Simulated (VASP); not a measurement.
Here is a VASP 6.6.1 calculation.

File POSCAR:

```
C
1.0
    2.5407433039      0.0000000000      0.0000000000
   -1.2703716519      2.2003482457      0.0000000000
    0.0000000000      0.0000000000      4.2314023143
C
4
Direct
    0.3333333333      0.6666666667      0.0000527189
    0.6666666667      0.3333333333      0.5000527189
    0.3333333333      0.6666666667      0.3749472811
    0.6666666667      0.3333333333      0.8749472811
```

File INCAR.step1:

```
SYSTEM = C
PREC = Accurate
ENCUT = 520
ISMEAR = 0
SIGMA = 0.01
LREAL = .FALSE.
LASPH = .TRUE.
NELM = 80
NBANDS = 16
GGA = PE
ALGO = Normal
EDIFF = 1E-4
LWAVE = .TRUE.
LCHARG = .FALSE.
```

Contents of INCAR.step2:

```
SYSTEM = C
PREC = Accurate
ENCUT = 520
EDIFF = 1E-6
ISMEAR = 0
SIGMA = 0.01
LREAL = .FALSE.
LASPH = .TRUE.
NELM = 80
ALGO = Normal
ISIF = 2
LWAVE = .FALSE.
LCHARG = .TRUE.
METAGGA = R2SCAN
LMIXTAU = .TRUE.
LELF = .TRUE.
LVHAR = .TRUE.
NBANDS = 16
ISTART = 1
```

File KPOINTS:

```
Automatic mesh
0
G
  12 12 6
  0 0 0
```

Potentials or basis: VASP PAW PBE potentials, release 64 (C).

The run is started by

```console
$ cat potpaw_PBE.64/C/POTCAR > POTCAR
$ cp INCAR.step1 INCAR
$ mpirun -np 1 vasp_std > vasp.out
$ cp INCAR.step2 INCAR
$ mpirun -np 1 vasp_std > vasp.out
```

**Question.** Predict the largest force.

**Answer.** 0.008 eV/Å.

**Question.** What does it give for the pressure?

**Answer.** -17.6 GPa.

**Question.** What does it give for the band gap on the k mesh?

**Answer.** 3.73 eV (least direct gap 5.14 eV).

Stress tensor (GPa, compression positive):
```
-17.51   0.00   0.00
  0.00 -17.51   0.00
  0.00   0.00 -17.76
```

Caveat: the cell differs from its parent crystal (strain +1.5%); the cell stands under tension; the PAW data sets were made with another functional, which shifts forces and pressure a little. A k mesh can miss the band edges.
